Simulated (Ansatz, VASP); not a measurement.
**NaHgF3: VASP beside Ansatz**

```
Na Hg F
1.0
     4.49882    0.00000    0.00000
     0.00000    4.49882    0.00000
     0.00000    0.00000    4.49882
Na Hg F
1 1 3
Direct
  0.00000 0.00000 0.00000
  0.50000 0.50000 0.50000
  0.50000 0.50000 0.00000
  0.50000 0.00000 0.50000
  0.00000 0.50000 0.50000
```

Alike in both runs: task single point; functional PBE; k mesh 6 × 6 × 6; occupations fermi-dirac, width 0.02 eV; no spin polarisation.

|  | VASP | Ansatz |
| --- | --- | --- |
| version | VASP 6.6.1 | Ansatz 0.2.0 |
| potentials or method | VASP PAW PBE potentials, release 64 (Na_sv, Hg_sv_GW, F) | plane waves, PAW |
| plane-wave cutoff (eV) | 970 | 420 |
| valence electrons in the cell | 50 | 50 |

```tsv
	VASP	Ansatz	Ansatz less VASP
pressure (GPa)	2.1	2.3	+0.18
```

The functional is the same, so the differences come from potentials, cutoffs and numerics.

Neither program's run includes spin-orbit coupling.
